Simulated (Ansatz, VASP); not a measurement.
**GaP: VASP beside Ansatz**

Contents of INCAR:

```
SYSTEM = GaP
  PREC = Accurate
  ENCUT = 520
  EDIFF = 1E-8
  ISMEAR = -1
  SIGMA = 0.03
  LREAL = .False.
  LASPH = .True.
  NELM = 60
  ALGO = Normal
  ISIF = 2
  LWAVE = .False.
  LCHARG = .False.
  GGA = PE
  LEFG = .True.
  NBANDS = 16
```

File KPOINTS:

```
regular mesh
0
Gamma
  13 13 13
  0 0 0
```

File POSCAR:

```
GaP
1.0
    0.0000000000      2.7530092219      2.7530092219
    2.7530092219      0.0000000000      2.7530092219
    2.7530092219      2.7530092219      0.0000000000
Ga P
1 1
Direct
    0.0000000000      0.0000000000      0.0000000000
    0.2500000000      0.2500000000      0.2500000000
```

Input for Ansatz:

```yaml
crystal:
  lattice:
    - [0.0, 2.7530092219, 2.7530092219]
    - [2.7530092219, 0.0, 2.7530092219]
    - [2.7530092219, 2.7530092219, 0.0]
  atoms:
    - { symbol: Ga, position: [0.0, 0.0, 0.0] }
    - { symbol: P, position: [0.25, 0.25, 0.25] }
kpoints:
  mp_grid: { grid: [13, 13, 13] }
  band_path:
    path:
      - [0.0, 0.0, 0.0]
      - [-0.5, -0.5, 0.0]
      - [-0.375, -0.375, 0.25]
      - [-0.375, 0.0, 0.375]
      - [0.0, 0.0, 0.0]
      - [0.0, 0.0, 0.5]
      - [-0.5, -0.25, 0.25]
      - [-0.5, -0.5, 0.0]
    npoints: 8
scf:
  occupations: { method: fermi_dirac, width: 0.03 }
hamiltonian:
  xc: pbe
  pseudopotentials: { kind: all_electron, datasets: crystal }
output:
  forces: true
  stress: true
  eigenvalues: true
  efg: { contact_densities: true }
```

Alike in both runs: task electric field gradients; functional PBE; k mesh 13 × 13 × 13; occupations fermi-dirac, width 0.03 eV; no spin polarisation.

|  | VASP | Ansatz |
| --- | --- | --- |
| version | VASP 6.6.1 | Ansatz 0.2.0 |
| potentials or method | VASP PAW PBE potentials, release 64 (Ga_d, P), cutoff 520 eV | all-electron PAW with datasets made for the crystal, scalar-relativistic |

|  | VASP | Ansatz | Ansatz less VASP |
| --- | --- | --- | --- |
| gap on the k mesh at the Fermi level (eV) | 1.58 | 1.58 | +0.005 |
| pressure (GPa) | 0.0 | 0.0 | -0.01 |

Ansatz ran all-electron here, and VASP with PAW potentials.
